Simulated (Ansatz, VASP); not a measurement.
# Two plane-wave programs on Hf7SiO16

INCAR

```
PREC     = Accurate       # precision mode
ENCUT    = 520            # plane-wave cutoff, eV
EDIFF    = 1E-7           # SCF threshold, eV
ISMEAR   = -1             # smearing method
SIGMA    = 0.01           # smearing width, eV
LREAL    = Auto         
LASPH    = True           # aspherical terms in the spheres
NELM     = 80             # most SCF steps
ALGO     = Normal         # electronic algorithm
ISIF     = 2              # what is computed and relaxed
LWAVE    = False          # write WAVECAR
LCHARG   = False          # write CHGCAR
GGA      = PE             # functional
IBRION   = 2              # ionic algorithm
NSW      = 60             # ionic steps
EDIFFG   = -0.03          # ionic threshold
```

The input KPOINTS:

```
Automatic mesh
0
Gamma
  3 3 3
```

POSCAR

```
Hf7SiO16
1.0
    0.0000000000      5.1150000000      5.1150000000
    5.1150000000      0.0000000000      5.1150000000
    5.1150000000      5.1150000000      0.0000000000
Si Hf O
1 7 16
Direct
    0.0000000000      0.0000000000      0.0000000000
    0.0000000000      0.0000000000      0.5000000000
    0.0000000000      0.5000000000      0.0000000000
    0.0000000000      0.5000000000      0.5000000000
    0.5000000000      0.0000000000      0.0000000000
    0.5000000000      0.0000000000      0.5000000000
    0.5000000000      0.5000000000      0.0000000000
    0.5000000000      0.5000000000      0.5000000000
    0.1250000000      0.1250000000      0.1250000000
    0.1250000000      0.1250000000      0.6250000000
    0.1250000000      0.6250000000      0.1250000000
    0.1250000000      0.6250000000      0.6250000000
    0.6250000000      0.1250000000      0.1250000000
    0.6250000000      0.1250000000      0.6250000000
    0.6250000000      0.6250000000      0.1250000000
    0.6250000000      0.6250000000      0.6250000000
    0.3750000000      0.3750000000      0.3750000000
    0.3750000000      0.3750000000      0.8750000000
    0.3750000000      0.8750000000      0.3750000000
    0.3750000000      0.8750000000      0.8750000000
    0.8750000000      0.3750000000      0.3750000000
    0.8750000000      0.3750000000      0.8750000000
    0.8750000000      0.8750000000      0.3750000000
    0.8750000000      0.8750000000      0.8750000000
```

Input for Ansatz:

```yaml
crystal:
  lattice:
    - [0.0, 5.115, 5.115]
    - [5.115, 0.0, 5.115]
    - [5.115, 5.115, 0.0]
  atoms:
    - { symbol: Si, position: [0.0, 0.0, 0.0] }
    - { symbol: Hf, position: [0.0, 0.0, 0.5] }
    - { symbol: Hf, position: [0.0, 0.5, 0.0] }
    - { symbol: Hf, position: [0.0, 0.5, 0.5] }
    - { symbol: Hf, position: [0.5, 0.0, 0.0] }
    - { symbol: Hf, position: [0.5, 0.0, 0.5] }
    - { symbol: Hf, position: [0.5, 0.5, 0.0] }
    - { symbol: Hf, position: [0.5, 0.5, 0.5] }
    - { symbol: O, position: [0.125, 0.125, 0.125] }
    - { symbol: O, position: [0.125, 0.125, 0.625] }
    - { symbol: O, position: [0.125, 0.625, 0.125] }
    - { symbol: O, position: [0.125, 0.625, 0.625] }
    - { symbol: O, position: [0.625, 0.125, 0.125] }
    - { symbol: O, position: [0.625, 0.125, 0.625] }
    - { symbol: O, position: [0.625, 0.625, 0.125] }
    - { symbol: O, position: [0.625, 0.625, 0.625] }
    - { symbol: O, position: [0.375, 0.375, 0.375] }
    - { symbol: O, position: [0.375, 0.375, 0.875] }
    - { symbol: O, position: [0.375, 0.875, 0.375] }
    - { symbol: O, position: [0.375, 0.875, 0.875] }
    - { symbol: O, position: [0.875, 0.375, 0.375] }
    - { symbol: O, position: [0.875, 0.375, 0.875] }
    - { symbol: O, position: [0.875, 0.875, 0.375] }
    - { symbol: O, position: [0.875, 0.875, 0.875] }
kpoints:
  mp_grid: { grid: [3, 3, 3] }
scf:
  occupations: { method: fermi_dirac, width: 0.01 }
hamiltonian:
  xc: pbe
  pseudopotentials: { kind: paw }
output:
  forces: true
  stress: true
  populations: true
  efg:
    quadrupole_moments_barn: { Hf: 3.365, O: -0.02558 }
    contact_densities: true
  write_density: true
  write_potential: true
  elf: true
  volumetric_format: npy
relax:
  f_tol: 0.03
  max_steps: 40
```

Alike in both runs: task relaxation of the atoms; functional PBE; k mesh 3 × 3 × 3; occupations fermi-dirac, width 0.01 eV; no spin polarisation.

|  | VASP | Ansatz |
| --- | --- | --- |
| version | VASP 6.6.1 | Ansatz 0.2.0 |
| potentials or method | VASP PAW PBE potentials, release 64 (Si, Hf_pv, O) | plane-wave PAW, scalar-relativistic |
| plane-wave cutoff (eV) | 520 | 420 |
| valence electrons in the cell | 170 | 282 |

|  | VASP | Ansatz | Ansatz less VASP |
| --- | --- | --- | --- |
| gap on the k mesh at the Fermi level, each at its own relaxed structure (eV) | 1.59 | 1.59 | -0.004 |

VASP's potentials hold 170 valence electrons a cell and Ansatz's 282, so a difference there can come from the potentials and not from the codes. Ansatz's warnings: stress scf threshold loose.

Neither program's run includes spin-orbit coupling.
